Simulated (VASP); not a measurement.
# WS2 in VASP: notebook

The runs below take WS2 through single point, with PBE+D3(BJ).

All numbers are computed with VASP 6.6.1; they aren't measurements. Logs are shortened: lines on timing, memory, paths and dates and some standing lists are left out, and cuts for length are marked.

## 1. The cell of the first run

The cell holds a slab with vacuum, 6 atoms: a = 3.160 Å, b = 3.160 Å, c = 23.804 Å, α = 90.00°, β = 90.00°, γ = 120.00°.

## 2. Single point, PBE+D3(BJ) (layers slid over each other)

Input file INCAR:

```
PREC = Accurate
ENCUT = 520
EDIFF = 1E-6
ISMEAR = 0
SIGMA = 0.05
LREAL = False
LASPH = True
NELM = 100
ALGO = Normal
ISIF = 2
LWAVE = False
LCHARG = False
LDIPOL = True
IDIPOL = 3
DIPOL = 0.5 0.5 0.391
GGA = PE
IVDW = 12
NBANDS = 35
```

Input file KPOINTS:

```
Automatic mesh
0
Gamma
  9 9 1
```

Input file POSCAR:

```
WS2
1.0
    3.1595457497      0.0000000000      0.0000000000
   -1.5797728749      2.7362468836      0.0000000000
    0.0000000000      0.0000000000     23.8042575719
S W
4 2
Direct
    0.3333333333      0.6666666667      0.1890418126
    0.3333333333      0.6666666667      0.3214605103
    0.3333333333      1.0000000000      0.4596710800
    0.3333333333      1.0000000000      0.5920897776
    0.6666666667      0.3333333333      0.2552511581
    0.6666666667      0.6666666667      0.5258804254
```

Potentials or basis: VASP PAW PBE potentials, release 64 (S, W_sv).

Started as:

```sh
cat potpaw_PBE.64/S/POTCAR potpaw_PBE.64/W_sv/POTCAR > POTCAR
mpirun -np 1 vasp_std > vasp.out
```

OUTCAR:

```text
PREC = Accurate
   ENCUT = 520
   EDIFF = 1E-6
   ISMEAR = 0
   LREAL = False
   LASPH = True
   NELM = 100
   ISIF = 2
   GGA = PE
   IVDW = 12
 IVDW          = 12

 ion  position               nearest neighbor table
   1  0.333  0.667  0.189-   5 2.41   5 2.41   5 2.41
   2  0.333  0.667  0.321-   5 2.41   5 2.41   5 2.41
   3  0.333  0.000  0.460-   6 2.41   6 2.41   6 2.41
   4  0.333  0.000  0.592-   6 2.41   6 2.41   6 2.41
   5  0.667  0.333  0.255-   1 2.41   1 2.41   1 2.41   2 2.41   2 2.41   2 2.41
   6  0.667  0.667  0.526-   3 2.41   3 2.41   3 2.41   4 2.41   4 2.41   4 2.41

  LATTYP: Found a hexagonal cell.
 ALAT       =     3.1595457497
 C/A-ratio  =     7.5340759266

  Lattice vectors:

 A1 = (   3.1595457497,   0.0000000000,   0.0000000000)
 A2 = (  -1.5797728749,   2.7362468836,   0.0000000000)
 A3 = (   0.0000000000,   0.0000000000,  23.8042575719)

Analysis of symmetry for initial positions (statically):
=====================================================================
 Subroutine PRICEL returns:
 Original cell was already a primitive cell.

 Routine SETGRP: Setting up the symmetry group for a
 hexagonal supercell.

 Subroutine GETGRP returns: Found  2 space group operations
 (whereof  1 operations were pure point group operations)
 out of a pool of 24 trial point group operations.

The static configuration has the point symmetry C_1 .
 The point group associated with its full space group is C_2 .

Analysis of symmetry for dynamics (positions and initial velocities):
=====================================================================
 Subroutine PRICEL returns:
 Original cell was already a primitive cell.

 Routine SETGRP: Setting up the symmetry group for a
 hexagonal supercell.

 Subroutine GETGRP returns: Found  2 space group operations
 (whereof  1 operations were pure point group operations)
 out of a pool of 24 trial point group operations.

The dynamic configuration has the point symmetry C_1 .
 The point group associated with its full space group is C_2 .

 Subroutine INISYM returns: Found  2 space group operations
 (whereof  1 operations are pure point group operations),
 and found     1 'primitive' translations

----------------------------------------------------------------------------------------

                                     Primitive cell

  volume of cell :     205.7949

  direct lattice vectors                    reciprocal lattice vectors
     3.159545750  0.000000000  0.000000000     0.316501193  0.182732049  0.000000000
    -1.579772875  2.736246884  0.000000000     0.000000000  0.365464098  0.000000000
     0.000000000  0.000000000 23.804257572     0.000000000  0.000000000  0.042009292

  length of vectors
     3.159545750  3.159545750 23.804257572     0.365464098  0.365464098  0.042009292

  position of ions in fractional coordinates (direct lattice)
     0.333333333  0.666666667  0.189041813
     0.333333333  0.666666667  0.321460510
     0.333333333  0.000000000  0.459671080
     0.333333333  0.000000000  0.592089778
     0.666666667  0.333333333  0.255251158
     0.666666667  0.666666667  0.525880425

  ion indices of the primitive-cell ions
   primitive index   ion index
                 1           1
                 2           2
                 3           3
                 4           4
                 5           5
                 6           6

----------------------------------------------------------------------------------------

 KPOINTS: Automatic mesh

Automatic generation of k-mesh.
 Grid dimensions read from file:
 generate k-points for:    9    9    1

 Generating k-lattice:

  Cartesian coordinates                     Fractional coordinates (reciprocal lattice)
     0.035166799  0.020303561  0.000000000     0.111111111 -0.000000000  0.000000000
     0.000000000  0.040607122  0.000000000     0.000000000  0.111111111  0.000000000
     0.000000000  0.000000000  0.042009292     0.000000000  0.000000000  1.000000000

  Length of vectors
     0.040607122  0.040607122  0.042009292

  Shift w.r.t. Gamma in fractional coordinates (k-lattice)
     0.000000000  0.000000000  0.000000000

 Subroutine IBZKPT returns following result:
 ===========================================

 Found     25 irreducible k-points:

 Following reciprocal coordinates:
            Coordinates               Weight
  0.000000  0.000000  0.000000      1.000000
  0.111111 -0.000000  0.000000      2.000000
  0.000000  0.111111  0.000000      4.000000
  0.222222  0.000000  0.000000      2.000000
  0.000000  0.222222  0.000000      4.000000
  0.333333 -0.000000  0.000000      2.000000
[... 16 lines left out ...]
 -0.222222 -0.444444  0.000000      4.000000
  0.444444  0.333333  0.000000      4.000000
   k-points           NKPTS =     25   k-points in BZ     NKDIM =     25   number of bands    NBANDS=     35
   number of dos      NEDOS =    301   number of ions     NIONS =      6
   total plane-waves  NPLWV = 103680
   dimension x,y,z NGX =    24 NGY =   24 NGZ =  180
   dimension x,y,z NGXF=    48 NGYF=   48 NGZF=  360
   ions per type =               4   2
   NGX,Y,Z   is equivalent  to a cutoff of  12.63, 12.63, 12.57 a.u.
   NGXF,Y,Z  is equivalent  to a cutoff of  25.26, 25.26, 25.14 a.u.
 SYSTEM =  unknown system
   PREC   = accura    normal or accurate (medium, high low for compatibility)
   ISTART =      0    job   : 0-new  1-cont  2-samecut
   ICHARG =      2    charge: 1-file 2-atom 10-const
   ISPIN  =      1    spin polarized calculation?
   LNONCOLLINEAR =      F non collinear calculations
   LSORBIT =      F    spin-orbit coupling
   LASPH  =      T    aspherical Exc in radial PAW
   ENCUT  =  520.0 eV  38.22 Ry    6.18 a.u.   5.87  5.87 44.26*2*pi/ulx,y,z
   NELM   =    100;   NELMIN=  2; NELMDL= -5     # of ELM steps
   EDIFF  = 0.1E-05   stopping-criterion for ELM
   LREAL  =      F    real-space projection
[... 7 lines left out ...]
   TEBEG  =    0.0;   TEEND  =   0.0 temperature during run
   PSTRESS=    0.0 pullay stress
   NELECT =      52.0000    total number of electrons
   NUPDOWN=      -1.0000    fix difference up-down
   EMIN   =  10.00;   EMAX   =-10.00  energy-range for DOS
   EFERMI =   0.00;   METHOD = LEGACY
   ISMEAR =     0;   SIGMA  =   0.05  broadening in eV -4-tet -1-fermi 0-gaus
   EFERMI_NEDOS =   21; number of points for ismear=-14 and -15
   IALGO  =     38    algorithm
   IMIX   =      4    mixing-type and parameters
     AMIX     =   0.40;   BMIX     =  1.00
     AMIX_MAG =   1.60;   BMIX_MAG =  1.00
  volume/ion in A,a.u.               =      34.30       231.46
  Fermi-wavevector in a.u.,A,eV,Ry     =   1.034978  1.955825 14.574279  1.071179
  Thomas-Fermi vector in A             =   2.169299
   LORBIT       =      0    0 simple, 1 ext, 2 COOP (PROOUT), +10 PAW based schemes
   GGA     = PE    functional components
   LHFCALC =     F    Hartree Fock is set to
   AEXX    =    0.0000 exact exchange contribution
   IVDW    =    12    specifies the selected vdW correction
   LEPSILON=     F    determine dielectric tensor
   LRPA    =     F    only Hartree local field effects (RPA)
 non-spin polarized calculation
 Gauss-broadening in eV      SIGMA  =   0.05
  energy-cutoff  :      520.00
  volume of cell :      205.79
 maximum number of plane-waves:      5566
   NGX = 11   NGY = 11   NGZ = 89

 dipolmoment           0.000000      0.000000      0.000064 electrons x Angstroem

 number of electron      51.9999994 magnetization

 dipolmoment           0.000000      0.000000     -0.000007 electrons x Angstroem

 Free energy of the ion-electron system (eV)
  ---------------------------------------------------
  ext. energy  EPLUGINS =         0.00000000
  ---------------------------------------------------
  free energy    TOTEN  =       -47.28919193 eV

  energy without entropy =      -47.28919193  energy(sigma->0) =      -47.28919193

 E-fermi :   1.3252     XC(G=0):  -6.1420

 val. band max:        1.0612854391   @ k =   0.0000   0.0000   0.0000
 cond. band min:       2.7246653159   @ k =  -0.3333   0.2222   0.0000
 fundamental gap:      1.6633798768
 Fermi energy:         1.3251981721

 k-point     1 :       0.0000    0.0000    0.0000
  band No.  band energies     occupation
      1     -73.1921      2.00000
      2     -73.1920      2.00000
      3     -37.4449      2.00000
      4     -37.4449      2.00000
      5     -37.2695      2.00000
      6     -37.2695      2.00000
[... 27 lines left out ...]
     34       3.8973      0.00000
     35       5.8686      0.00000

 k-point     2 :       0.1111   -0.0000    0.0000
  band No.  band energies     occupation
      1     -73.1899      2.00000
      2     -73.1899      2.00000
      3     -37.4372      2.00000
      4     -37.4372      2.00000
      5     -37.3120      2.00000
      6     -37.3119      2.00000
[... 27 lines left out ...]
     34       4.1250      0.00000
     35       6.2284      0.00000

 k-point     3 :       0.0000    0.1111    0.0000
  band No.  band energies     occupation
      1     -73.1899      2.00000
      2     -73.1899      2.00000
      3     -37.4372      2.00000
      4     -37.4372      2.00000
      5     -37.3122      2.00000
      6     -37.3119      2.00000
[... 27 lines left out ...]
     34       4.1184      0.00000
     35       6.2290      0.00000
[... 723 lines left out ...]
 k-point    23 :      -0.2222   -0.4444    0.0000
  band No.  band energies     occupation
      1     -73.1723      2.00000
      2     -73.1723      2.00000
      3     -37.5725      2.00000
      4     -37.5722      2.00000
      5     -37.4377      2.00000
      6     -37.4374      2.00000
[... 27 lines left out ...]
     34       6.1063      0.00000
     35       6.9696      0.00000

 k-point    24 :       0.4444    0.3333    0.0000
  band No.  band energies     occupation
      1     -73.1723      2.00000
      2     -73.1723      2.00000
      3     -37.5726      2.00000
      4     -37.5721      2.00000
      5     -37.4378      2.00000
      6     -37.4374      2.00000
[... 27 lines left out ...]
     34       6.1100      0.00000
     35       6.9600      0.00000

 [... further k-points ...]

------------------------ aborting loop because EDIFF is reached ----------------------------------------

 vacuum level on the upper side and lower side of the slab       (xc-potential included)        -0.196        -0.197

 Edisp (eV)   -2.14198

 E8    (eV) :    -0.9299

  FORCE on cell =-STRESS in cart. coord.  units (eV):
  Direction    XX          YY          ZZ          XY          YZ          ZX
  --------------------------------------------------------------------------------------
  -------------------------------------------------------------------------------------
  Total      -0.24365    -0.19018    -0.34054    -0.04630     0.19751    -0.11403
  in kB      -1.89688    -1.48063    -2.65120    -0.36049     1.53765    -0.88776
  external pressure =       -2.01 kB  Pullay stress =        0.00 kB

 VOLUME and BASIS-vectors are now :
 -----------------------------------------------------------------------------
  energy-cutoff  :      520.00
  volume of cell :      205.79
      direct lattice vectors                 reciprocal lattice vectors
     3.159545750  0.000000000  0.000000000     0.316501193  0.182732049  0.000000000
    -1.579772875  2.736246884  0.000000000     0.000000000  0.365464098  0.000000000
     0.000000000  0.000000000 23.804257572     0.000000000  0.000000000  0.042009292

 POSITION                                       TOTAL-FORCE (eV/Angst)
 -----------------------------------------------------------------------------------
     -0.00000      1.82416      4.50000         0.001236      0.001205      0.004434
     -0.00000      1.82416      7.65213         0.024178     -0.044827     -0.015578
      1.05318      0.00000     10.94213        -0.026732      0.043352      0.015578
      1.05318      0.00000     14.09426         0.001662      0.000468     -0.004434
      1.57977      0.91208      6.07606         0.004792     -0.008697      0.042114
      1.05318      1.82416     12.51819        -0.005136      0.008499     -0.042114
 -----------------------------------------------------------------------------------
    total drift:                               -0.000078     -0.000045     -0.000545

  FREE ENERGIE OF THE ION-ELECTRON SYSTEM (eV)
  ---------------------------------------------------
  free  energy   TOTEN  =       -49.4311686855 eV

  energy  without entropy=      -49.4311686855  energy(sigma->0) =      -49.43116869

 vacuum level on the upper side and lower side of the slab         6.314         6.313
```

Run time: 2.4 min. Hardware: 1 thread of AMD EPYC 9R45 (Zen 5), shared host; peak memory 0.37 GiB.

What came out:

| Item | Value |
| --- | --- |
| Free energy | -49.4312 eV |
| Largest force | 0.053 eV/Å |
| Band gap on the k mesh | 1.66 eV (least direct gap 1.91 eV) |
| Dispersion energy per atom | -0.357 eV |

Forces on the atoms (eV/Å):
```
S    0.001  0.001  0.004
S    0.024 -0.045 -0.016
S   -0.027  0.043  0.016
S    0.002  0.000 -0.004
W    0.005 -0.009  0.042
W   -0.005  0.008 -0.042
```

Levels at points of the mesh, in eV from the valence-band top:
| k point | band 22 | band 23 | band 24 | band 25 | band 26 | band 27 | band 28 | band 29 | band 30 | band 31 |
| --- | --- | --- | --- | --- | --- | --- | --- | --- | --- | --- |
| (0.00, 0.00, 0.00) | -1.82 | -1.81 | -1.81 | -0.58 | 0.00 | 2.67 | 2.67 | 2.70 | 2.70 | 2.80 |

Caveat: the cell differs from its parent crystal (layers slid over each other); spin-orbit coupling is left out, which moves the levels of the heavy elements.

## 3. Single point, PBE+D3(BJ) (layers slid over each other)

Input file INCAR:

```
  PREC = Accurate
  ENCUT = 520
  EDIFF = 1E-7
  ISMEAR = 0
  SIGMA = 0.05
  LREAL = F
  LASPH = T
  NELM = 80
  ALGO = Normal
  ISIF = 2
  LWAVE = F
  LCHARG = T
  LDIPOL = T
  IDIPOL = 3
  DIPOL = 0.5 0.5 0.391
  GGA = PE
  IVDW = 12
  LELF = T
  LVHAR = T
  LVACPOTAV = T
  NBANDS = 35
```

Input file KPOINTS:

```
regular mesh
0
Gamma
  9 9 1
```

Input file POSCAR:

```
WS2
1.0
    3.1595457497      0.0000000000      0.0000000000
   -1.5797728749      2.7362468836      0.0000000000
    0.0000000000      0.0000000000     23.8042575719
S W
4 2
Direct
    0.3333333333      0.6666666667      0.1890418126
    0.3333333333      0.6666666667      0.3214605103
    0.3333333333      0.8333333333      0.4596710800
    0.3333333333      0.8333333333      0.5920897776
    0.6666666667      0.3333333333      0.2552511581
    0.6666666667      0.5000000000      0.5258804254
```

Potentials or basis: VASP PAW PBE potentials, release 64 (S, W_sv).

Started as:

```sh
cat potpaw_PBE.64/S/POTCAR potpaw_PBE.64/W_sv/POTCAR > POTCAR
mpirun -np 1 vasp_std > vasp.out
```

It took 2.7 min on 1 thread of AMD EPYC 9R45 (Zen 5), shared host; peak memory 0.36 GiB.

The run converged. Its results:

```yaml
Free_energy: -49.3949 eV
Largest_force: 0.126 eV/Å
Band_gap_on_the_k_mesh: 1.62 eV (least direct gap 1.90 eV)
Dispersion_energy_per_atom: -0.357 eV
```

Forces in eV/Å, atoms in the order of the input:
```
S    0.000  0.001  0.002
S    0.027 -0.048 -0.113
S   -0.028  0.047  0.113
S    0.001  0.000 -0.002
W    0.005 -0.009  0.026
W   -0.005  0.009 -0.026
```

Levels at points of the mesh, in eV from the valence-band top:
| k point | band 23 | band 24 | band 25 | band 26 | band 27 | band 28 | band 29 | band 30 |
| --- | --- | --- | --- | --- | --- | --- | --- | --- |
| (0.00, 0.00, 0.00) | -1.84 | -1.84 | -0.62 | 0.00 | 2.62 | 2.63 | 2.66 | 2.67 |

Caveat: the cell differs from its parent crystal (layers slid over each other); spin-orbit coupling is left out, which moves the levels of the heavy elements.
